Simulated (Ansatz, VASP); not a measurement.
# One calculation of Sn, two programs

```xyz
1
Lattice="-1.8947 1.8947 2.0368 1.8947 -1.8947 2.0368 1.8947 1.8947 -2.0368" Properties=species:S:1:pos:R:3 pbc="T T T"
Sn    0.0000    0.0000    0.0000
```

Change from the starting cell: strain +0.0750 x Voigt [0, 0, 1, 0, 0, 0], atoms carried along.

Alike in both runs: task single point; functional PBEsol; dispersion D3(BJ); k mesh 18 × 18 × 18; occupations gaussian, width 0.15 eV; no spin polarisation.

|  | VASP | Ansatz |
| --- | --- | --- |
| version | VASP 6.6.1 | Ansatz 0.2.0 |
| potentials or method | VASP PAW PBE potentials, release 64 (Sn_d), cutoff 520 eV | scalar-relativistic, plane waves, PAW |
| valence electrons in the cell | 14 | 14 |

VASP gave:

| Quantity | Value |
| --- | --- |
| gap on the k mesh at the Fermi level (eV) | none |
| pressure (GPa) | -6.8 |
| traceless stress, the component that is largest in VASP (GPa) | 0.43 |

Which values does Ansatz return?

gap on the k mesh at the Fermi level (eV): none; pressure (GPa): -6.8; traceless stress, the component that is largest in VASP (GPa): 0.42.

VASP's potentials were made for PBE, not for PBEsol. A gap of «none» marks a metal or a gap that the smearing closes.
